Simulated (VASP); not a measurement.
Write the native input for VASP 6.6.1 that does the following.

```
Task                   : single point
Functional             : RPBE
Dispersion             : D4
Potentials or basis    : VASP PAW PBE potentials, release 64 (Ga_d, N)
Cutoff                 : 520 eV
k mesh                 : 8 × 8 × 6
Occupations            : gaussian, width 0.05 eV
Spin                   : no spin polarisation
Dipole correction      : no
Further INCAR settings : ALGO = Normal; EDIFF = 1e-06; NBANDS = 26
```

The structure of GaN lies in POSCAR:

```
GaN
1.0
    3.1486536814      0.0000000001      0.0000000000
   -1.5743268408      2.7268140757      0.0000000000
    0.0000000000      0.0000000000      5.1333246371
Ga N
2 2
Direct
    0.3333333333      0.6666666667     -0.0006948262
    0.6666666667      0.3333333333      0.4993051738
    0.3333333333      0.6666666667      0.3756948262
    0.6666666667      0.3333333333      0.8756948262
```

This cell differs from its parent crystal: volume scaled by 0.98.

These files were run (other wordings do the same):

INCAR

```
SYSTEM = GaN
PREC = Accurate ; ENCUT = 520
EDIFF = 1E-6 ; ISMEAR = 0
SIGMA = 0.05 ; LREAL = .FALSE.
LASPH = .TRUE. ; NELM = 60
ALGO = Normal ; ISIF = 2
LWAVE = .FALSE. ; LCHARG = .FALSE.
GGA = RP ; IVDW = 13
NBANDS = 26
```

KPOINTS

```
Automatic mesh
0
G
  8 8 6
  0 0 0
```

Potentials or basis: VASP PAW PBE potentials, release 64 (Ga_d, N).

Launch:

```console
$ cat potpaw_PBE.64/Ga_d/POTCAR potpaw_PBE.64/N/POTCAR > POTCAR
$ mpirun -np 1 vasp_std > vasp.out
```

It gave:

```yaml
Pressure: 3.6 GPa
Largest_force: 0.010 eV/Å
Band_gap_on_the_k_mesh: 2.21 eV, direct
Dispersion_energy_per_atom: -0.840 eV
```

Caveat: the PAW data sets were made with another functional, which shifts forces and pressure a little.

Wall time 17 s on 1 thread of Intel(R) Xeon(R) 6975P-C (Granite Rapids), with other jobs on the host, peak memory 0.18 GiB.
